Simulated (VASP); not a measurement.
# TaTiGe4 (F222) in VASP: single point with PBE

Aim: the single point of TaTiGe4 with PBE.

Everything below comes from runs of VASP 6.6.1. Logs are shortened: lines on timing, memory, paths and dates and some standing lists are left out, and cuts for length are marked.

## 1. The cell of the first run

The structure is orthorhombic, space group F222 (No. 22). The conventional cell has a = 5.071 Å, b = 8.701 Å, c = 8.869 Å, α = 90.00°, β = 90.00°, γ = 90.00°. Within 3.5 Å of Ti (site symmetry 222) lie 10 Ge at 2.66 to 2.94 Å and 4 Ta at 3.35 Å. Within 3.5 Å of Ta (site symmetry 222) lie 10 Ge at 2.67 to 2.92 Å and 4 Ti at 3.35 Å. Within 3.5 Å of Ge (site symmetry 2) lie 9 Ge at 2.64 to 3.38 Å and 2 Ti at 2.66 Å and 3 Ta at 2.90 to 2.92 Å. Ge (site symmetry 2) has 9 Ge at 2.64 to 3.38 Å and 2 Ta at 2.67 Å and 3 Ti at 2.90 to 2.94 Å within 3.5 Å.

## 2. Single point, PBE

Input file INCAR:

```
SYSTEM = TaTiGe4
PREC     = Accurate       ! precision mode
ENCUT    = 520            ! plane-wave cutoff, eV
EDIFF    = 1E-6           ! SCF threshold, eV
ISMEAR   = 0              ! smearing method
SIGMA    = 0.1            ! smearing width, eV
LREAL    = .FALSE.        ! projectors in reciprocal space
LASPH    = .TRUE.         ! aspherical terms in the spheres
NELM     = 60             ! most SCF steps
ALGO     = Normal         ! electronic algorithm
ISIF     = 2              ! what is computed and relaxed
LWAVE    = .FALSE.        ! write WAVECAR
LCHARG   = .FALSE.        ! write CHGCAR
GGA      = PE             ! functional
NBANDS   = 48             ! bands
```

Input file KPOINTS:

```
Automatic mesh
0
G
  10 10 10
  0 0 0
```

Input file POSCAR:

```
TaTiGe4
1.0
    0.0000000000      4.3506821000      4.4343361000
    2.5354921000      0.0000000000      4.4343361000
    2.5354921000      4.3506821000      0.0000000000
Ti Ta Ge
1 1 4
Direct
    0.5000000000      0.5000000000      0.5000000000
    0.7500000000      0.7500000000      0.7500000000
    0.0836860000      0.4163140000      0.0836860000
    0.1618030000      0.8381970000      0.1618030000
    0.8381970000      0.1618030000      0.8381970000
    0.4163140000      0.0836860000      0.4163140000
```

Potentials or basis: VASP PAW PBE potentials, release 64 (Ti_sv, Ta_pv, Ge_d).

Started as:

```sh
cat potpaw_PBE.64/Ti_sv/POTCAR potpaw_PBE.64/Ta_pv/POTCAR potpaw_PBE.64/Ge_d/POTCAR > POTCAR
mpirun -np 1 vasp_std > vasp.out
```

OUTCAR:

```text
SYSTEM = TaTiGe4
   PREC = Accurate
   ENCUT = 520
   EDIFF = 1E-6
   ISMEAR = 0
   LREAL = .FALSE.
   LASPH = .TRUE.
   NELM = 60
   ISIF = 2
   GGA = PE

 ion  position               nearest neighbor table
   1  0.500  0.500  0.500-   3 2.66   6 2.66   3 2.66   6 2.66   4 2.90   4 2.90   5 2.90   5 2.90

   2  0.750  0.750  0.750-   5 2.67   4 2.67   5 2.67   4 2.67   6 2.90   3 2.90   6 2.92   6 2.92
                             3 2.92   3 2.92
   3  0.084  0.416  0.084-   4 2.64   4 2.64   1 2.66   1 2.66   6 2.89   2 2.90   2 2.92   2 2.92

   4  0.162  0.838  0.162-   3 2.64   3 2.64   2 2.67   2 2.67   5 2.82   1 2.90   1 2.90
   5  0.838  0.162  0.838-   6 2.64   6 2.64   2 2.67   2 2.67   4 2.82   1 2.90   1 2.90
   6  0.416  0.084  0.416-   5 2.64   5 2.64   1 2.66   1 2.66   3 2.89   2 2.90   2 2.92   2 2.92

  LATTYP: Found a face centered orthorhombic cell.
 ALAT       =     5.0709842000
 B/A-ratio  =     1.7159123075
 C/A-ratio  =     1.7489055083

  Lattice vectors:

 A1 = (   0.0000000000,   4.3506821000,   4.4343361000)
 A2 = (   2.5354921000,   0.0000000000,   4.4343361000)
 A3 = (   2.5354921000,   4.3506821000,   0.0000000000)

Analysis of symmetry for initial positions (statically):
=====================================================================
 Subroutine PRICEL returns:
 Original cell was already a primitive cell.

 Routine SETGRP: Setting up the symmetry group for a
 face centered orthorhombic supercell.

 Subroutine GETGRP returns: Found  4 space group operations
 (whereof  4 operations were pure point group operations)
 out of a pool of  8 trial point group operations.

The static configuration has the point symmetry D_2 .

Analysis of symmetry for dynamics (positions and initial velocities):
=====================================================================
 Subroutine PRICEL returns:
 Original cell was already a primitive cell.

 Routine SETGRP: Setting up the symmetry group for a
 face centered orthorhombic supercell.

 Subroutine GETGRP returns: Found  4 space group operations
 (whereof  4 operations were pure point group operations)
 out of a pool of  8 trial point group operations.

The dynamic configuration has the point symmetry D_2 .

 Subroutine INISYM returns: Found  4 space group operations
 (whereof  4 operations are pure point group operations),
 and found     1 'primitive' translations

----------------------------------------------------------------------------------------

                                     Primitive cell

  volume of cell :      97.8314

  direct lattice vectors                    reciprocal lattice vectors
     0.000000000  4.350682100  4.434336100    -0.197200378  0.114924508  0.112756451
     2.535492100  0.000000000  4.434336100     0.197200378 -0.114924508  0.112756451
     2.535492100  4.350682100  0.000000000     0.197200378  0.114924508 -0.112756451

  length of vectors
     6.212227570  5.108038453  5.035588836     0.254577392  0.254577392  0.254577392

  position of ions in fractional coordinates (direct lattice)
     0.500000000  0.500000000  0.500000000
     0.750000000  0.750000000  0.750000000
     0.083686000  0.416314000  0.083686000
     0.161803000  0.838197000  0.161803000
     0.838197000  0.161803000  0.838197000
     0.416314000  0.083686000  0.416314000

  ion indices of the primitive-cell ions
   primitive index   ion index
                 1           1
                 2           2
                 3           3
                 4           4
                 5           5
                 6           6

----------------------------------------------------------------------------------------

 KPOINTS: Automatic mesh

Automatic generation of k-mesh.
 Grid dimensions read from file:
 generate k-points for:   10   10   10

 Generating k-lattice:

  Cartesian coordinates                     Fractional coordinates (reciprocal lattice)
    -0.019720038  0.011492451  0.011275645     0.100000000  0.000000000 -0.000000000
     0.019720038 -0.011492451  0.011275645     0.000000000  0.100000000  0.000000000
     0.019720038  0.011492451 -0.011275645    -0.000000000  0.000000000  0.100000000

  Length of vectors
     0.025457739  0.025457739  0.025457739

  Shift w.r.t. Gamma in fractional coordinates (k-lattice)
     0.000000000  0.000000000  0.000000000

 Subroutine IBZKPT returns following result:
 ===========================================

 Found    171 irreducible k-points:

 Following reciprocal coordinates:
            Coordinates               Weight
  0.000000  0.000000  0.000000      1.000000
  0.100000 -0.000000  0.000000      8.000000
  0.200000 -0.000000  0.000000      8.000000
  0.300000 -0.000000 -0.000000      8.000000
  0.400000  0.000000 -0.000000      8.000000
  0.500000 -0.000000  0.000000      4.000000
[... 16 lines left out ...]
  0.300000  0.300000  0.000000      2.000000
  0.400000  0.300000 -0.000000      8.000000
 [... further k-points ...]
   k-points           NKPTS =    171   k-points in BZ     NKDIM =    171   number of bands    NBANDS=     48
   number of dos      NEDOS =    301   number of ions     NIONS =      6
   total plane-waves  NPLWV =  76800
   dimension x,y,z NGX =    48 NGY =   40 NGZ =   40
   dimension x,y,z NGXF=    96 NGYF=   80 NGZF=   80
   ions per type =               1   1   4
   NGX,Y,Z   is equivalent  to a cutoff of  12.85, 13.02, 13.21 a.u.
   NGXF,Y,Z  is equivalent  to a cutoff of  25.69, 26.04, 26.41 a.u.
 SYSTEM =  TaTiGe4
   PREC   = accura    normal or accurate (medium, high low for compatibility)
   ISTART =      0    job   : 0-new  1-cont  2-samecut
   ICHARG =      2    charge: 1-file 2-atom 10-const
   ISPIN  =      1    spin polarized calculation?
   LNONCOLLINEAR =      F non collinear calculations
   LSORBIT =      F    spin-orbit coupling
   LASPH  =      T    aspherical Exc in radial PAW
   ENCUT  =  520.0 eV  38.22 Ry    6.18 a.u.  11.55  9.50  9.36*2*pi/ulx,y,z
   NELM   =     60;   NELMIN=  2; NELMDL= -5     # of ELM steps
   EDIFF  = 0.1E-05   stopping-criterion for ELM
   LREAL  =      F    real-space projection
   EDIFFG = 0.1E-04   stopping-criterion for IOM
   NSW    =      0    number of steps for IOM
   IBRION =     -1    ionic relax: 0-MD 1-quasi-New 2-CG
   NFREE  =      0    steps in history (QN), initial steepest desc. (CG)
   ISIF   =      2    stress and relaxation
   ISYM   =      2    0-nonsym 1-usesym 2-fastsym
   POTIM  = 0.5000    time-step for ionic-motion
   TEBEG  =    0.0;   TEEND  =   0.0 temperature during run
   PSTRESS=    0.0 pullay stress
   NELECT =      79.0000    total number of electrons
   NUPDOWN=      -1.0000    fix difference up-down
   EMIN   =  10.00;   EMAX   =-10.00  energy-range for DOS
   EFERMI =   0.00;   METHOD = LEGACY
   ISMEAR =     0;   SIGMA  =   0.10  broadening in eV -4-tet -1-fermi 0-gaus
   EFERMI_NEDOS =   21; number of points for ismear=-14 and -15
   IALGO  =     38    algorithm
   IMIX   =      4    mixing-type and parameters
     AMIX     =   0.40;   BMIX     =  1.00
     AMIX_MAG =   1.60;   BMIX_MAG =  1.00
  volume/ion in A,a.u.               =      16.31       110.03
  Fermi-wavevector in a.u.,A,eV,Ry     =   1.524490  2.880868 31.620871  2.324068
  Thomas-Fermi vector in A             =   2.632789
   LORBIT       =      0    0 simple, 1 ext, 2 COOP (PROOUT), +10 PAW based schemes
   GGA     = PE    functional components
   LHFCALC =     F    Hartree Fock is set to
   AEXX    =    0.0000 exact exchange contribution
   IVDW    =     0    specifies the selected vdW correction
   LEPSILON=     F    determine dielectric tensor
   LRPA    =     F    only Hartree local field effects (RPA)
 non-spin polarized calculation
 Gauss-broadening in eV      SIGMA  =   0.10
  energy-cutoff  :      520.00
  volume of cell :       97.83
 maximum number of plane-waves:      2660
 NGX is ok and might be reduce to    48
   NGX = 23   NGY = 19   NGZ = 19

 number of electron      79.0000005 magnetization

 Free energy of the ion-electron system (eV)
  ---------------------------------------------------
  ext. energy  EPLUGINS =         0.00000000
  ---------------------------------------------------
  free energy    TOTEN  =       -39.57039936 eV

  energy without entropy =      -39.55920967  energy(sigma->0) =      -39.56480451

 E-fermi :   8.3690     XC(G=0): -12.1961

 val. band max:        8.3684991794   @ k =   0.5000   0.1000   0.1000
 cond. band min:       8.3891264355   @ k =   0.3000   0.5000   0.1000
 fundamental gap:      0.0206272562
 Fermi energy:         8.3689912514

 k-point     1 :       0.0000    0.0000    0.0000
  band No.  band energies     occupation
      1     -48.6904      2.00000
      2     -26.4074      2.00000
      3     -26.4056      2.00000
      4     -26.3793      2.00000
      5     -25.0142      2.00000
      6     -24.9867      2.00000
[... 40 lines left out ...]
     47      11.7320      0.00000
     48      11.9553      0.00000

 k-point     2 :       0.1000   -0.0000    0.0000
  band No.  band energies     occupation
      1     -48.6904      2.00000
      2     -26.4077      2.00000
      3     -26.4055      2.00000
      4     -26.3796      2.00000
      5     -25.0142      2.00000
      6     -24.9869      2.00000
[... 40 lines left out ...]
     47      11.6446      0.00000
     48      12.0359      0.00000

 k-point     3 :       0.2000   -0.0000    0.0000
  band No.  band energies     occupation
      1     -48.6904      2.00000
      2     -26.4085      2.00000
      3     -26.4054      2.00000
      4     -26.3804      2.00000
      5     -25.0143      2.00000
      6     -24.9876      2.00000
[... 40 lines left out ...]
     47      11.7805      0.00000
     48      12.2684      0.00000

 k-point     4 :       0.3000   -0.0000   -0.0000
  band No.  band energies     occupation
      1     -48.6904      2.00000
      2     -26.4094      2.00000
      3     -26.4054      2.00000
      4     -26.3815      2.00000
      5     -25.0144      2.00000
      6     -24.9884      2.00000
[... 958 lines left out ...]
     47      11.5855      0.00000
     48      12.4853      0.00000

 k-point    23 :       0.3000    0.3000    0.0000
  band No.  band energies     occupation
      1     -48.6904      2.00000
      2     -26.4107      2.00000
      3     -26.4043      2.00000
      4     -26.3812      2.00000
      5     -25.0142      2.00000
      6     -24.9910      2.00000
[... 40 lines left out ...]
     47      11.6741      0.00000
     48      11.7841      0.00000

 k-point    24 :       0.4000    0.3000   -0.0000
  band No.  band energies     occupation
      1     -48.6903      2.00000
      2     -26.4114      2.00000
      3     -26.4041      2.00000
      4     -26.3818      2.00000
      5     -25.0142      2.00000
      6     -24.9917      2.00000
[... 40 lines left out ...]
     47      11.7297      0.00000
     48      11.9704      0.00000

 [... further k-points ...]
[... 5 lines left out ...]
  --------------------------------------------------------------------------------------
  -------------------------------------------------------------------------------------
  Total        0.0581609      0.0398448      0.0799594      0.0000000      0.0000000      0.0000000
  in kB        0.9524961      0.6525353      1.3094890      0.0000000      0.0000000      0.0000000
  external PRESSURE =       0.9715068 kB  Pullay stress =       0.0000000 kB

 VOLUME and BASIS-vectors are now :
 -----------------------------------------------------------------------------
  energy-cutoff  :      520.00
  volume of cell :       97.83
      direct lattice vectors                 reciprocal lattice vectors
     0.000000000  4.350682100  4.434336100    -0.197200378  0.114924508  0.112756451
     2.535492100  0.000000000  4.434336100     0.197200378 -0.114924508  0.112756451
     2.535492100  4.350682100  0.000000000     0.197200378  0.114924508 -0.112756451

 POSITION                                       TOTAL-FORCE (eV/Angst)
 -----------------------------------------------------------------------------------
      2.53549      4.35068      4.43434        -0.000000     -0.000000     -0.000000
      3.80324      6.52602      6.65150        -0.000000      0.000000      0.000000
      1.26775      0.72818      2.21717         0.000000     -0.003964      0.000000
      2.53549      1.40791      4.43434         0.000000     -0.004068      0.000000
      2.53549      7.29346      4.43434         0.000000      0.004068      0.000000
      1.26775      3.62250      2.21717         0.000000      0.003964      0.000000
 -----------------------------------------------------------------------------------
    total drift:                                0.000001      0.000002      0.000007

  FREE ENERGIE OF THE ION-ELECTRON SYSTEM (eV)
  ---------------------------------------------------
  free  energy   TOTEN  =       -39.5703993568 eV

  energy  without entropy=      -39.5592096679  energy(sigma->0) =      -39.56480451
```

Run time: 15 min. Hardware: 1 thread of Intel Xeon Platinum 8488C (Sapphire Rapids), shared host; peak memory 0.76 GiB.

What came out:

```yaml
Free_energy: -39.5704 eV
Pressure: 0.1 GPa
Largest_force: 0.004 eV/Å
Band_gap_on_the_k_mesh: zero (an odd number of electrons rules out a gap without spin polarisation)
```

Forces on the atoms (eV/Å):
```
Ti   0.000  0.000  0.000
Ta   0.000  0.000  0.000
Ge   0.000 -0.004  0.000
Ge   0.000 -0.004  0.000
Ge   0.000  0.004  0.000
Ge   0.000  0.004  0.000
```

Caveat: spin-orbit coupling is left out, which moves the levels of the heavy elements; an odd number of electrons without spin polarisation forces a metal; a magnetic or distorted state may lie lower.

The gap in the log of VASP goes by the Fermi energy; the results here count the filled bands.